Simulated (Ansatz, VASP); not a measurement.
## Two plane-wave programs on GdN

The input POSCAR:

```
GdN
1.0
    0.0000000000      2.4994985661      2.4994985661
    2.4994985661      0.0000000000      2.4994985661
    2.4994985661      2.4994985661      0.0000000000
Gd N
1 1
Direct
    0.5000000000      0.5000000000      0.5000000000
    0.0000000000      0.0000000000      0.0000000000
```

Contents of INCAR.step1:

```
PREC = Accurate ; ENCUT = 520
ISMEAR = 0 ; SIGMA = 0.05
LREAL = False ; LASPH = True
NELM = 150 ; ISPIN = 2
MAGMOM = 7.63 0 ; LMAXMIX = 6
LDAU = True ; LDAUTYPE = 2
LDAUL = 3 -1 ; LDAUU = 4 0
LDAUJ = 0 0 ; NBANDS = 22
GGA = PE ; ALGO = Normal
EDIFF = 1E-4 ; LWAVE = True
LCHARG = False
```

The input INCAR.step2:

```
PREC = Accurate ; ENCUT = 520
EDIFF = 1E-6 ; ISMEAR = 0
SIGMA = 0.05 ; LREAL = False
LASPH = True ; NELM = 150
ALGO = Normal ; ISIF = 2
LWAVE = False ; LCHARG = False
ISPIN = 2 ; MAGMOM = 7.63 0
LORBIT = 11 ; LMAXMIX = 6
LDAU = True ; LDAUTYPE = 2
LDAUL = 3 -1 ; LDAUU = 4 0
LDAUJ = 0 0 ; LDAUPRINT = 1
METAGGA = R2SCAN ; LMIXTAU = True
LUSE_VDW = True ; IVDW_NL = 2
BPARAM = 11.95 ; CPARAM = 0.0093
NBANDS = 22 ; ISTART = 1
```

KPOINTS

```
Automatic mesh
0
Gamma
  8 8 8
```

Input for Ansatz:

```yaml
crystal:
  lattice:
    - [0.0, 2.4994985661, 2.4994985661]
    - [2.4994985661, 0.0, 2.4994985661]
    - [2.4994985661, 2.4994985661, 0.0]
  atoms:
    - { symbol: Gd, position: [0.5, 0.5, 0.5], spin: 7.63 }
    - { symbol: "N", position: [0.0, 0.0, 0.0] }
basis:
  ecutwfc: 500
  ecutrho_ratio: 4
kpoints:
  mp_grid: { grid: [8, 8, 8] }
hamiltonian:
  xc: r2scan
  dispersion: rvv10
  hubbard: { sites: [{ species: Gd, l: f, u_eff: 4.0 }] }
scf:
  occupations: { method: gaussian, width: 0.05 }
  lower_state_search: "off"
output:
  forces: true
  stress: true
  eigenvalues: true
  populations: true
  hubbard: { sites: [{ species: Gd, l: f }] }
magnetization:
  spin_polarized: true
checkpoint:
  read: start.run
  write: ck
  compress: false
  write_wavefunctions: false
  write_every: 100000
```

Alike in both runs: task single point; functional r2SCAN; dispersion rVV10; k mesh 8 × 8 × 8; occupations gaussian, width 0.05 eV; collinear spin; Hubbard terms Gd f U = 4.0 eV.

|  | VASP | Ansatz |
| --- | --- | --- |
| version | VASP 6.6.1 | Ansatz 0.2.0 |
| potentials or method | VASP PAW PBE potentials, release 64 (Gd, N), cutoff 520 eV | scalar-relativistic, plane waves, PAW |
| valence electrons in the cell | 23 | 23 |

|  | VASP | Ansatz | Ansatz less VASP |
| --- | --- | --- | --- |
| gap on the k mesh at the Fermi level (eV) | none | none | - |
| pressure (GPa) | -2.4 | -2.7 | -0.29 |
| net moment per atom (μB) | 3.50 | 3.50 | 0.000 |
| size of the moment on the site where the two differ most (μB) | 6.83 | 6.96 | +0.138 |

VASP's potentials were made for PBE, not for r2SCAN. Site moments also hang on the region over which each program counts them. The programs project onto different local orbitals, so the same U acts differently, and such runs can settle in different states. A gap of «none» marks a metal or a gap that the smearing closes. Ansatz's warnings: filled band counts differ across k points, stability check not made.

Spin-orbit coupling is off throughout.
